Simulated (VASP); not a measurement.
Input of a VASP 6.6.1 run:

INCAR

```
SYSTEM = Co
ALGO = Normal
EDIFF = 1E-6
ENCUT = 520
GGA = RP
ISIF = 2
ISMEAR = -1
LASPH = .True.
LCHARG = .False.
LREAL = .False.
LWAVE = .False.
NBANDS = 16
NELM = 60
PREC = Accurate
SIGMA = 0.1
```

Contents of KPOINTS:

```
k-points
0
Gamma
  24 24 13
  0 0 0
```

File POSCAR:

```
Co
1.0
    2.4446111346      0.0000000000      0.0000000000
   -1.2223055673      2.1170953450      0.0000000000
    0.0000000000      0.0000000000      3.9387349345
Co
2
Direct
    0.3333333333      0.6666666667      0.2500000000
    0.6666666667      0.3333333333      0.7500000000
```

Potentials or basis: VASP PAW PBE potentials, release 64 (Co).

Run with:

```sh
$ cat potpaw_PBE.64/Co/POTCAR > POTCAR
$ mpirun -np 1 vasp_std > vasp.out
```

Q: What does it give for the band gap on the k mesh?

A: Zero (bands 9 and 10 overlap by 1.57 eV).

Q: Predict the pressure.

A: 9.6 GPa.

Stress tensor (GPa, compression positive):
```
9.59 0.00 0.00
0.00 9.59 0.00
0.00 0.00 9.69
```

Caveat: the cell stands under pressure; the PAW data sets were made with another functional, which shifts forces and pressure a little; the run has no spin polarisation, though such a crystal can be magnetic. Spin polarisation is off, so any magnetic state and its effect on volume and gap are missing.
